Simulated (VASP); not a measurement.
# SnO (P4/nmm) in VASP: vibrations by perturbation theory with PBE

Aim: the vibrations by perturbation theory of SnO with PBE.

Program: VASP 6.6.1. These are calculated values, not measurements. Logs are shortened: lines on timing, memory, paths and dates and some standing lists are left out, and cuts for length are marked.

### Step 1. The cell of the first run

It takes space group P4/nmm (No. 129, tetragonal). Conventional cell: a = 3.867 Å, b = 3.867 Å, c = 5.068 Å, α = 90.00°, β = 90.00°, γ = 90.00°. Within 3.0 Å of Sn (site symmetry 4mm) lie 4 O at 2.25 Å. Within 3.0 Å of O (site symmetry -4m2) lie 4 Sn at 2.25 Å and 4 O at 2.73 Å.

### Step 2. Vibrations by perturbation theory, PBE

The input, INCAR:

```
ALGO = Normal
EDIFF = 1E-8
ENCUT = 520
GGA = PE
IBRION = 8
ISIF = 2
ISMEAR = 0
KPAR = 4
LASPH = T
LCHARG = T
LREAL = F
LWAVE = F
NELM = 100
NSW = 1
PREC = Accurate
SIGMA = 0.05
```

The input, KPOINTS:

```
k-points
0
Gamma
  10 10 8
```

The input, POSCAR:

```
SnO
1.0
    3.8672772812      0.0000000000      0.0000000000
    0.0000000000      3.8672772812      0.0000000000
    0.0000000000      0.0000000000      5.0679375214
Sn O
2 2
Direct
    0.0000000000      0.5000000000      0.2286909982
    0.5000000000      0.0000000000      0.7713090018
    0.0000000000      0.0000000000      0.0000000000
    0.5000000000      0.5000000000      0.0000000000
```

Potentials or basis: VASP PAW PBE potentials, release 64 (Sn_d, O).

Run with:

```bash
$ cat potpaw_PBE.64/Sn_d/POTCAR potpaw_PBE.64/O/POTCAR > POTCAR
$ mpirun -np 4 vasp_std > vasp.out
```

OUTCAR:

```text
EDIFF = 1E-8
   ENCUT = 520
   GGA = PE
   IBRION = 8
   ISIF = 2
   ISMEAR = 0
   LASPH = T
   LREAL = F
   NELM = 100
   NSW = 1
   PREC = Accurate

 ion  position               nearest neighbor table
   1  0.000  0.500  0.229-   3 2.25   4 2.25   3 2.25   4 2.25   2 3.58   2 3.58   2 3.58   2 3.58

   2  0.500  0.000  0.771-   3 2.25   4 2.25   4 2.25   3 2.25   1 3.58   1 3.58   1 3.58   1 3.58

   3  0.000  0.000  0.000-   1 2.25   2 2.25   1 2.25   2 2.25
   4  0.500  0.500  0.000-   1 2.25   2 2.25   2 2.25   1 2.25

  LATTYP: Found a simple tetragonal cell.
 ALAT       =     3.8672772812
 C/A-ratio  =     1.3104665512

  Lattice vectors:

 A1 = (   3.8672772812,   0.0000000000,   0.0000000000)
 A2 = (   0.0000000000,   3.8672772812,   0.0000000000)
 A3 = (   0.0000000000,   0.0000000000,   5.0679375214)

Analysis of symmetry for initial positions (statically):
=====================================================================
 Subroutine PRICEL returns:
 Original cell was already a primitive cell.

 Routine SETGRP: Setting up the symmetry group for a
 simple tetragonal supercell.

 Subroutine GETGRP returns: Found 16 space group operations
 (whereof  8 operations were pure point group operations)
 out of a pool of 16 trial point group operations.

The static configuration has the point symmetry D_2d.
 The point group associated with its full space group is D_4h.

Analysis of symmetry for dynamics (positions and initial velocities):
=====================================================================
 Subroutine PRICEL returns:
 Original cell was already a primitive cell.

 Routine SETGRP: Setting up the symmetry group for a
 simple tetragonal supercell.

 Subroutine GETGRP returns: Found 16 space group operations
 (whereof  8 operations were pure point group operations)
 out of a pool of 16 trial point group operations.

The dynamic configuration has the point symmetry D_2d.
 The point group associated with its full space group is D_4h.

 Subroutine INISYM returns: Found 16 space group operations
 (whereof  8 operations are pure point group operations),
 and found     1 'primitive' translations

----------------------------------------------------------------------------------------

                                     Primitive cell

  volume of cell :      75.7952

  direct lattice vectors                    reciprocal lattice vectors
     3.867277281  0.000000000  0.000000000     0.258579855  0.000000000  0.000000000
     0.000000000  3.867277281  0.000000000     0.000000000  0.258579855  0.000000000
     0.000000000  0.000000000  5.067937521     0.000000000  0.000000000  0.197318928

  length of vectors
     3.867277281  3.867277281  5.067937521     0.258579855  0.258579855  0.197318928

  position of ions in fractional coordinates (direct lattice)
     0.000000000  0.500000000  0.228690998
     0.500000000  0.000000000  0.771309002
     0.000000000  0.000000000  0.000000000
     0.500000000  0.500000000  0.000000000

  ion indices of the primitive-cell ions
   primitive index   ion index
                 1           1
                 2           2
                 3           3
[... 122 lines left out ...]
  energy without entropy =      -22.72585808  energy(sigma->0) =      -22.72585808

 E-fermi :   6.3732     XC(G=0):  -9.8230

 val. band max:        6.1386031689   @ k =   0.1000   0.0000   0.0000
 cond. band min:       6.6443449797   @ k =   0.5000   0.5000   0.0000
 fundamental gap:      0.5057418108
 Fermi energy:         6.3731800760

 k-point     1 :       0.0000    0.0000    0.0000
  band No.  band energies     occupation
      1     -15.6060      2.00000
      2     -15.2411      2.00000
      3     -15.2360      2.00000
      4     -15.2360      2.00000
      5     -15.2066      2.00000
      6     -15.1919      2.00000
[... 637 lines left out ...]
     23      10.8376      0.00000
     24      11.0854      0.00000

 [... further k-points ...]

------------------------ aborting loop because EDIFF is reached ----------------------------------------

  FORCE on cell =-STRESS in cart. coord.  units (eV):
  Direction    XX          YY          ZZ          XY          YZ          ZX
  --------------------------------------------------------------------------------------
  -------------------------------------------------------------------------------------
  Total        0.1100366      0.1100366      0.1255049      0.0000000      0.0000000      0.0000000
  in kB        2.3259804      2.3259804      2.6529522      0.0000000      0.0000000      0.0000000
  external PRESSURE =       2.4349710 kB  Pullay stress =       0.0000000 kB

 VOLUME and BASIS-vectors are now :
 -----------------------------------------------------------------------------
  energy-cutoff  :      520.00
  volume of cell :       75.80
      direct lattice vectors                 reciprocal lattice vectors
     3.867277281  0.000000000  0.000000000     0.258579855  0.000000000  0.000000000
     0.000000000  3.867277281  0.000000000     0.000000000  0.258579855  0.000000000
     0.000000000  0.000000000  5.067937521     0.000000000  0.000000000  0.197318928

 POSITION                                       TOTAL-FORCE (eV/Angst)
 -----------------------------------------------------------------------------------
      0.00000      1.93364      1.15899        -0.000000      0.000000      0.083863
      1.93364      0.00000      3.90895         0.000000      0.000000     -0.083863
      0.00000      0.00000      0.00000        -0.000000     -0.000000      0.000000
      1.93364      1.93364      0.00000        -0.000000      0.000000      0.000000
 -----------------------------------------------------------------------------------
    total drift:                                0.000000      0.000000      0.000000

  FREE ENERGIE OF THE ION-ELECTRON SYSTEM (eV)
  ---------------------------------------------------
  free  energy   TOTEN  =       -22.7258580761 eV

  energy  without entropy=      -22.7258580761  energy(sigma->0) =      -22.72585808

[... ionic steps 2 to 9 ...]

--------------------------------------- Ionic step       10  -------------------------------------------

------------------------ aborting loop because EDIFF is reached ----------------------------------------

[... ionic steps 11 to 11 ...]

--------------------------------------- Ionic step       12  -------------------------------------------

 Free energy of the ion-electron system (eV)
  ---------------------------------------------------
  ---------------------------------------------------
  free energy    TOTEN  =        -0.37373085 eV

  energy without entropy =       -0.37373085

------------------------ aborting loop because EDIFF is reached ----------------------------------------

 INTERNAL STRAIN TENSOR  FOR ION    3  DIRECTION 3   (eV/Angst):
 -----------------------------------------------------------------------------
    -6.27819  0.00000  0.00000
     0.00000  6.24670  0.00000
     0.00000  0.00000  0.01897

 INTERNAL STRAIN TENSOR FOR ION    4 for displacements in x,y,z  (eV/Angst):
          X           Y           Z          XY          YZ          ZX
  --------------------------------------------------------------------------------
  x     0.00000     0.00000     0.00000     0.00000     0.00000     3.37136
  y     0.00000     0.00000     0.00000     0.00000    -2.80879     0.00000
  z     6.26245    -6.26245     0.00000     0.00000     0.00000     0.00000

 SECOND DERIVATIVES (NOT SYMMETRIZED)
 ------------------------------------
               1X          1Y          1Z          2X          2Y          2Z          3X          3Y          3Z          4X          4Y          4Z
  1X    -4.054118    0.000000    0.000000    0.962100    0.000000    0.000000    0.904709    0.000000    0.000000    2.187309    0.000000    0.000000
  1Y     0.000000   -4.054118    0.000000    0.000000    0.962100    0.000000    0.000000    2.187309    0.000000    0.000000    0.904709    0.000000
  1Z     0.000000    0.000000  -12.427496    0.000000    0.000000    5.220137    0.000000    0.000000    3.603679    0.000000    0.000000    3.603679
  2X     0.962100    0.000000    0.000000   -4.054118    0.000000    0.000000    2.187309    0.000000    0.000000    0.904709    0.000000    0.000000
  2Y     0.000000    0.962100    0.000000    0.000000   -4.054118    0.000000    0.000000    0.904709    0.000000    0.000000    2.187309    0.000000
  2Z     0.000000    0.000000    5.220137    0.000000    0.000000  -12.427496    0.000000    0.000000    3.603679    0.000000    0.000000    3.603679
  3X     0.939561    0.000000    0.000000    2.208239    0.000000    0.000000   -7.094878    0.000000    0.000000    3.947078    0.000000    0.000000
  3Y     0.000000    2.208239    0.000000    0.000000    0.939561    0.000000    0.000000   -7.094878    0.000000    0.000000    3.947078    0.000000
  3Z     0.000000    0.000000    3.618009    0.000000    0.000000    3.618009    0.000000    0.000000   -6.837626    0.000000    0.000000   -0.398391
  4X     2.208239    0.000000    0.000000    0.939561    0.000000    0.000000    3.947078    0.000000    0.000000   -7.094878    0.000000    0.000000
  4Y     0.000000    0.939561    0.000000    0.000000    2.208239    0.000000    0.000000    3.947078    0.000000    0.000000   -7.094878    0.000000
  4Z     0.000000    0.000000    3.618009    0.000000    0.000000    3.618009    0.000000    0.000000   -0.398391    0.000000    0.000000   -6.837626

 Eigenvectors and eigenvalues of the dynamical matrix
 ----------------------------------------------------

   1 f  =   12.999558 THz    81.678633 2PiTHz  433.618586 cm-1    53.761829 meV
             X         Y         Z           dx          dy          dz
      0.000000  1.933639  1.158992    -0.001156    0.031828    0.000000
      1.933639  0.000000  3.908946     0.001156   -0.031828   -0.000000
      0.000000  0.000000  0.000000    -0.025647   -0.705923   -0.000000
      1.933639  1.933639  0.000000     0.025647    0.705923   -0.000000
[... 71 lines left out ...]
  12 f/i=    0.021197 THz     0.133182 2PiTHz    0.707042 cm-1     0.087662 meV
             X         Y         Z           dx          dy          dz
      0.000000  1.933639  1.158992    -0.031239   -0.663750    0.000000
      1.933639  0.000000  3.908946    -0.031239   -0.663750    0.000000
      0.000000  0.000000  0.000000    -0.011367   -0.241519    0.000000
      1.933639  1.933639  0.000000    -0.011367   -0.241519    0.000000

--------------------------------------------------------------------------------------------------------

 ELASTIC MODULI CONTR FROM IONIC RELAXATION (kBar)
 Direction    XX          YY          ZZ          XY          YZ          ZX
 --------------------------------------------------------------------------------
 XX        -542.9874    -28.0165   -465.6466      0.0000     -0.0000     -0.0000
 YY         -28.0165   -542.9874   -465.6466      0.0000     -0.0000      0.0000
 ZZ        -465.6466   -465.6466   -759.4582      0.0000     -0.0000      0.0000
 XY           0.0000      0.0000      0.0000      0.0000      0.0000      0.0000
 YZ          -0.0000     -0.0000     -0.0000      0.0000   -220.2605     -0.0000
 ZX          -0.0000      0.0000      0.0000      0.0000     -0.0000   -309.4860
 --------------------------------------------------------------------------------
```

Wall time 20 min (4 MPI ranks of Oxide Virtual Turin-like, shared host); peak memory 0.93 GiB.

Results:

```yaml
Highest_phonon_frequency_at_Γ_LO-TO_splitting_left_out: 434 cm⁻¹
```

Phonon frequencies in cm⁻¹ (negative: imaginary):
```csv
q point,frequencies
"(0.000, 0.000, 0.000)",-1 -1 0 106 106 201 246 246 331 373 434 434
```

Caveat: spin-orbit coupling is left out, which moves the levels of the heavy elements.
